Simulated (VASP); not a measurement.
# Sb (R-3m) in VASP: a series of runs

Sb is run at these levels: r2SCAN; tasks: single point.

Everything below comes from runs of VASP 6.6.1. Logs are shortened: lines on timing, memory, paths and dates and some standing lists are left out, and cuts for length are marked.

## 1. The cell of the first run

It takes space group R-3m (No. 166, trigonal). The conventional cell has a = 4.308 Å, b = 4.308 Å, c = 11.274 Å, α = 90.00°, β = 90.00°, γ = 120.00°. Sb (site symmetry 3m) has 6 Sb at 2.91 to 3.35 Å within 3.8 Å.

## 2. Single point, r2SCAN

File POSCAR:

```
Sb
1.0
    2.1542000000      1.2437279499      3.7580000000
   -2.1542000000      1.2437279499      3.7580000000
    0.0000000000     -2.4874558998      3.7580000000
Sb
2
Direct
    0.2334900000      0.2334900000      0.2334900000
    0.7665100000      0.7665100000      0.7665100000
```

File INCAR.step1:

```
ALGO     = Normal         # electronic algorithm
EDIFF    = 1E-4           # SCF threshold, eV
ENCUT    = 520            # plane-wave cutoff, eV
GGA      = PE             # functional
ISMEAR   = 0              # smearing method
LASPH    = T              # aspherical terms in the spheres
LCHARG   = F              # write CHGCAR
LREAL    = F              # projectors in reciprocal space
LWAVE    = T              # write WAVECAR
NBANDS   = 12             # bands
NELM     = 100            # most SCF steps
PREC     = Accurate       # precision mode
SIGMA    = 0.1            # smearing width, eV
```

File INCAR.step2:

```
ALGO     = Normal         # electronic algorithm
EDIFF    = 1E-6           # SCF threshold, eV
ENCUT    = 520            # plane-wave cutoff, eV
ISIF     = 2              # what is computed and relaxed
ISMEAR   = 0              # smearing method
ISTART   = 1            
LASPH    = T              # aspherical terms in the spheres
LCHARG   = F              # write CHGCAR
LMIXTAU  = T            
LREAL    = F              # projectors in reciprocal space
LWAVE    = F              # write WAVECAR
METAGGA  = R2SCAN         # meta-GGA
NBANDS   = 12             # bands
NELM     = 100            # most SCF steps
PREC     = Accurate       # precision mode
SIGMA    = 0.1            # smearing width, eV
```

File KPOINTS:

```
k-points
0
Gamma
  6 6 6
```

Potentials or basis: VASP PAW PBE potentials, release 64 (Sb).

Launch:

```console
$ cat potpaw_PBE.64/Sb/POTCAR > POTCAR
$ cp INCAR.step1 INCAR
$ mpirun -np 1 vasp_std > vasp.out
$ cp INCAR.step2 INCAR
$ mpirun -np 1 vasp_std > vasp.out
```

OUTCAR:

```text
EDIFF = 1E-6
   ENCUT = 520
   ISIF = 2
   ISMEAR = 0
   ISTART = 1
   LASPH = T
   LREAL = F
   METAGGA = R2SCAN
   NELM = 100
   PREC = Accurate

 ion  position               nearest neighbor table
   1  0.233  0.233  0.233-   2 2.91   2 2.91   2 2.91   2 3.35   2 3.35   2 3.35
   2  0.767  0.767  0.767-   1 2.91   1 2.91   1 2.91   1 3.35   1 3.35   1 3.35

  LATTYP: Found a trigonal (rhomboedric) cell.
 ALAT       =     4.5066618304
 COS(alpha) =     0.5430253624

  Lattice vectors:

 A1 = (   2.1542000000,   1.2437279499,   3.7580000000)
 A2 = (  -2.1542000000,   1.2437279499,   3.7580000000)
 A3 = (   0.0000000000,  -2.4874558998,   3.7580000000)

Analysis of symmetry for initial positions (statically):
=====================================================================
 Subroutine PRICEL returns:
 Original cell was already a primitive cell.

 Routine SETGRP: Setting up the symmetry group for a
 trigonal (rhombohedral) supercell.

 Subroutine GETGRP returns: Found 12 space group operations
 (whereof 12 operations were pure point group operations)
 out of a pool of 12 trial point group operations.

The static configuration has the point symmetry D_3d.

Analysis of symmetry for dynamics (positions and initial velocities):
=====================================================================
 Subroutine PRICEL returns:
 Original cell was already a primitive cell.

 Routine SETGRP: Setting up the symmetry group for a
 trigonal (rhombohedral) supercell.

 Subroutine GETGRP returns: Found 12 space group operations
 (whereof 12 operations were pure point group operations)
 out of a pool of 12 trial point group operations.

The dynamic configuration has the point symmetry D_3d.

 Subroutine INISYM returns: Found 12 space group operations
 (whereof 12 operations are pure point group operations),
 and found     1 'primitive' translations

----------------------------------------------------------------------------------------

                                     Primitive cell

  volume of cell :      60.4115

  direct lattice vectors                    reciprocal lattice vectors
     2.154200000  1.243727950  3.758000000     0.232104726  0.134005726  0.088699663
    -2.154200000  1.243727950  3.758000000    -0.232104726  0.134005726  0.088699663
     0.000000000 -2.487455900  3.758000000     0.000000000 -0.268011452  0.088699663

  length of vectors
     4.506661830  4.506661830  4.506661830     0.282307932  0.282307932  0.282307932

  position of ions in fractional coordinates (direct lattice)
     0.233490000  0.233490000  0.233490000
     0.766510000  0.766510000  0.766510000

  ion indices of the primitive-cell ions
   primitive index   ion index
                 1           1
                 2           2

----------------------------------------------------------------------------------------

 KPOINTS: k-points

Automatic generation of k-mesh.
 Grid dimensions read from file:
 generate k-points for:    6    6    6

 Generating k-lattice:

  Cartesian coordinates                     Fractional coordinates (reciprocal lattice)
     0.038684121  0.022334288  0.014783277     0.166666667  0.000000000  0.000000000
    -0.038684121  0.022334288  0.014783277     0.000000000  0.166666667  0.000000000
     0.000000000 -0.044668575  0.014783277     0.000000000  0.000000000  0.166666667

  Length of vectors
     0.047051322  0.047051322  0.047051322

  Shift w.r.t. Gamma in fractional coordinates (k-lattice)
     0.000000000  0.000000000  0.000000000

 Subroutine IBZKPT returns following result:
 ===========================================

 Found     32 irreducible k-points:

 Following reciprocal coordinates:
            Coordinates               Weight
  0.000000  0.000000  0.000000      1.000000
  0.166667 -0.000000 -0.000000      6.000000
  0.333333 -0.000000 -0.000000      6.000000
  0.500000 -0.000000  0.000000      3.000000
  0.166667  0.166667 -0.000000      6.000000
  0.333333  0.166667  0.000000     12.000000
[... 16 lines left out ...]
  0.500000  0.500000  0.166667      6.000000
 -0.333333  0.500000  0.166667     12.000000
 [... further k-points ...]
   k-points           NKPTS =     32   k-points in BZ     NKDIM =     32   number of bands    NBANDS=     12
   number of dos      NEDOS =    301   number of ions     NIONS =      2
   total plane-waves  NPLWV =  46656
   dimension x,y,z NGX =    36 NGY =   36 NGZ =   36
   dimension x,y,z NGXF=    72 NGYF=   72 NGZF=   72
   ions per type =               2
   NGX,Y,Z   is equivalent  to a cutoff of  13.28, 13.28, 13.28 a.u.
   NGXF,Y,Z  is equivalent  to a cutoff of  26.56, 26.56, 26.56 a.u.
 SYSTEM =  unknown system
   PREC   = accura    normal or accurate (medium, high low for compatibility)
   ISTART =      1    job   : 0-new  1-cont  2-samecut
   ICHARG =      0    charge: 1-file 2-atom 10-const
   ISPIN  =      1    spin polarized calculation?
   LNONCOLLINEAR =      F non collinear calculations
   LSORBIT =      F    spin-orbit coupling
   LASPH  =      T    aspherical Exc in radial PAW
   ENCUT  =  520.0 eV  38.22 Ry    6.18 a.u.   8.38  8.38  8.38*2*pi/ulx,y,z
   NELM   =    100;   NELMIN=  2; NELMDL=  0     # of ELM steps
   EDIFF  = 0.1E-05   stopping-criterion for ELM
   LREAL  =      F    real-space projection
   EDIFFG = 0.1E-04   stopping-criterion for IOM
   NSW    =      0    number of steps for IOM
   IBRION =     -1    ionic relax: 0-MD 1-quasi-New 2-CG
   NFREE  =      0    steps in history (QN), initial steepest desc. (CG)
   ISIF   =      2    stress and relaxation
   ISYM   =      2    0-nonsym 1-usesym 2-fastsym
   POTIM  = 0.5000    time-step for ionic-motion
   TEBEG  =    0.0;   TEEND  =   0.0 temperature during run
   PSTRESS=    0.0 pullay stress
   NELECT =      10.0000    total number of electrons
   NUPDOWN=      -1.0000    fix difference up-down
   EMIN   =  10.00;   EMAX   =-10.00  energy-range for DOS
   EFERMI =   0.00;   METHOD = LEGACY
   ISMEAR =     0;   SIGMA  =   0.10  broadening in eV -4-tet -1-fermi 0-gaus
   EFERMI_NEDOS =   21; number of points for ismear=-14 and -15
   IALGO  =     38    algorithm
   IMIX   =      4    mixing-type and parameters
     AMIX     =   0.40;   BMIX     =  1.00
     AMIX_MAG =   1.60;   BMIX_MAG =  1.00
  volume/ion in A,a.u.               =      30.21       203.84
  Fermi-wavevector in a.u.,A,eV,Ry     =   0.898880  1.698637 10.993305  0.807985
  Thomas-Fermi vector in A             =   2.021644
   LORBIT       =      0    0 simple, 1 ext, 2 COOP (PROOUT), +10 PAW based schemes
   METAGGA = R2SCAN    functional components
   LHFCALC =     F    Hartree Fock is set to
   AEXX    =    0.0000 exact exchange contribution
   IVDW    =     0    specifies the selected vdW correction
   LEPSILON=     F    determine dielectric tensor
   LRPA    =     F    only Hartree local field effects (RPA)
 non-spin polarized calculation
 Gauss-broadening in eV      SIGMA  =   0.10
  energy-cutoff  :      520.00
  volume of cell :       60.41
 maximum number of plane-waves:      1639
 NGX is ok and might be reduce to    36
   NGX = 17   NGY = 17   NGZ = 17

 number of electron      10.0000000 magnetization

 Free energy of the ion-electron system (eV)
  ---------------------------------------------------
  ext. energy  EPLUGINS =         0.00000000
  ---------------------------------------------------
  free energy    TOTEN  =       -51.39518399 eV

  energy without entropy =      -51.39326641  energy(sigma->0) =      -51.39422520

 E-fermi :   7.3505     XC(G=0):  -9.9979

 val. band max:        7.3294256187   @ k =   0.5000   0.5000   0.5000
 cond. band min:       7.3878815166   @ k =   0.3333   0.1667   0.1667
 fundamental gap:      0.0584558979
 Fermi energy:         7.3505413943

 k-point     1 :       0.0000    0.0000    0.0000
  band No.  band energies     occupation
      1      -6.0981      2.00000
      2       2.4528      2.00000
      3       4.9646      2.00000
      4       5.2343      2.00000
      5       5.2343      2.00000
      6       9.4029      0.00000
      7      10.0473      0.00000
      8      10.0473      0.00000
      9      12.6578      0.00000
     10      12.6578      0.00000
     11      12.8685      0.00000
     12      14.3660      0.00000

 k-point     2 :       0.1667   -0.0000   -0.0000
  band No.  band energies     occupation
      1      -5.7751      2.00000
      2       1.1016      2.00000
      3       5.0135      2.00000
      4       5.1715      2.00000
      5       5.8044      2.00000
      6       9.1231      0.00000
      7       9.3490      0.00000
      8       9.3678      0.00000
      9      12.1202      0.00000
     10      12.6476      0.00000
     11      12.9365      0.00000
     12      16.0558      0.00000

 k-point     3 :       0.3333   -0.0000   -0.0000
  band No.  band energies     occupation
      1      -4.8255      2.00000
      2      -1.1230      2.00000
      3       5.1025      2.00000
      4       5.1065      2.00000
      5       6.4226      2.00000
      6       7.9985      0.00000
      7       8.1649      0.00000
      8       8.2220      0.00000
      9      13.3003      0.00000
     10      14.0776      0.00000
     11      14.5814      0.00000
     12      18.4310      0.00000

 k-point     4 :       0.5000   -0.0000    0.0000
  band No.  band energies     occupation
      1      -3.6048      2.00000
      2      -2.8307      2.00000
      3       5.0997      2.00000
      4       5.2358      2.00000
      5       6.8820      2.00000
      6       7.1851      1.98074
      7       7.5799      0.00118
      8       7.7404      0.00000
      9      15.3717      0.00000
     10      15.8481      0.00000
     11      16.8583      0.00000
     12      16.9053      0.00000

 k-point     5 :       0.1667    0.1667   -0.0000
  band No.  band energies     occupation
      1      -5.6905      2.00000
      2       1.0842      2.00000
      3       4.3002      2.00000
      4       4.6033      2.00000
      5       6.5932      2.00000
      6       8.0813      0.00000
      7       9.7181      0.00000
      8      10.6073      0.00000
      9      11.8926      0.00000
     10      13.4023      0.00000
     11      13.7162      0.00000
     12      14.9404      0.00000
[... 228 lines left out ...]
      1      -3.2493      2.00000
      2      -2.3362      2.00000
      3       2.5657      2.00000
      4       2.6531      2.00000
      5       6.3832      2.00000
      6       7.8405      0.00000
      7      11.5222      0.00000
      8      11.7336      0.00000
      9      13.0756      0.00000
     10      13.5834      0.00000
     11      17.5803      0.00000
     12      17.8503      0.00000

 k-point    22 :      -0.1667    0.3333    0.1667
  band No.  band energies     occupation
      1      -4.0625      2.00000
      2      -1.4503      2.00000
      3       2.7422      2.00000
      4       3.6288      2.00000
      5       5.3745      2.00000
      6       8.5679      0.00000
      7      10.6619      0.00000
      8      10.8433      0.00000
      9      12.5947      0.00000
     10      15.5978      0.00000
     11      16.0190      0.00000
     12      17.0842      0.00000

 k-point    23 :       0.5000    0.5000    0.1667
  band No.  band energies     occupation
      1      -3.9103      2.00000
      2      -1.2006      2.00000
      3       1.8237      2.00000
      4       3.6614      2.00000
      5       4.1404      2.00000
      6       9.6377      0.00000
      7      11.1772      0.00000
      8      12.3606      0.00000
      9      13.2856      0.00000
     10      16.6121      0.00000
     11      16.8771      0.00000
     12      17.3439      0.00000

 k-point    24 :      -0.3333    0.5000    0.1667
  band No.  band energies     occupation
      1      -3.2821      2.00000
      2      -1.8160      2.00000
      3       1.6382      2.00000
      4       2.5486      2.00000
      5       5.2652      2.00000
      6       9.2865      0.00000
      7      10.7897      0.00000
      8      13.2305      0.00000
      9      13.5348      0.00000
     10      14.7157      0.00000
     11      17.5519      0.00000
     12      18.5359      0.00000

 [... further k-points ...]

------------------------ aborting loop because EDIFF is reached ----------------------------------------

  FORCE on cell =-STRESS in cart. coord.  units (eV):
  Direction    XX          YY          ZZ          XY          YZ          ZX
  --------------------------------------------------------------------------------------
  -------------------------------------------------------------------------------------
  Total        0.7094153      0.7094153      0.6462657      0.0000000     -0.0000000      0.0000000
  in kB       18.8144561     18.8144561     17.1396631      0.0000000     -0.0000000      0.0000000
  external PRESSURE =      18.2561917 kB  Pullay stress =       0.0000000 kB

 VOLUME and BASIS-vectors are now :
 -----------------------------------------------------------------------------
  energy-cutoff  :      520.00
  volume of cell :       60.41
      direct lattice vectors                 reciprocal lattice vectors
     2.154200000  1.243727950  3.758000000     0.232104726  0.134005726  0.088699663
    -2.154200000  1.243727950  3.758000000    -0.232104726  0.134005726  0.088699663
     0.000000000 -2.487455900  3.758000000     0.000000000 -0.268011452  0.088699663

 POSITION                                       TOTAL-FORCE (eV/Angst)
 -----------------------------------------------------------------------------------
      0.00000      0.00000      2.63237         0.000000      0.000000     -0.041976
      0.00000      0.00000      8.64163         0.000000     -0.000000      0.041976
 -----------------------------------------------------------------------------------
    total drift:                                0.000000     -0.000000     -0.000000

  FREE ENERGIE OF THE ION-ELECTRON SYSTEM (eV)
  ---------------------------------------------------
  free  energy   TOTEN  =       -51.3951839903 eV

  energy  without entropy=      -51.3932664093  energy(sigma->0) =      -51.39422520
```

Run time: 46 s. Hardware: 1 thread of Intel Xeon 6975P-C (Granite Rapids), shared host; peak memory 0.2 GiB.

Results:

```yaml
Free_energy: -51.3952 eV
Pressure: 1.8 GPa
Largest_force: 0.042 eV/Å
Band_gap_on_the_k_mesh: zero (bands 5 and 6 overlap by 0.20 eV)
```

Forces in eV/Å, atoms in the order of the input:
```
Sb   0.000  0.000 -0.042
Sb   0.000  0.000  0.042
```

Stress tensor (GPa, compression positive):
```
1.88 0.00 0.00
0.00 1.88 0.00
0.00 0.00 1.71
```

Caveat: the PAW data sets were made with another functional, which shifts forces and pressure a little; spin-orbit coupling is left out, which moves the levels of the heavy elements.

(Part 1 of 2 ends here.)
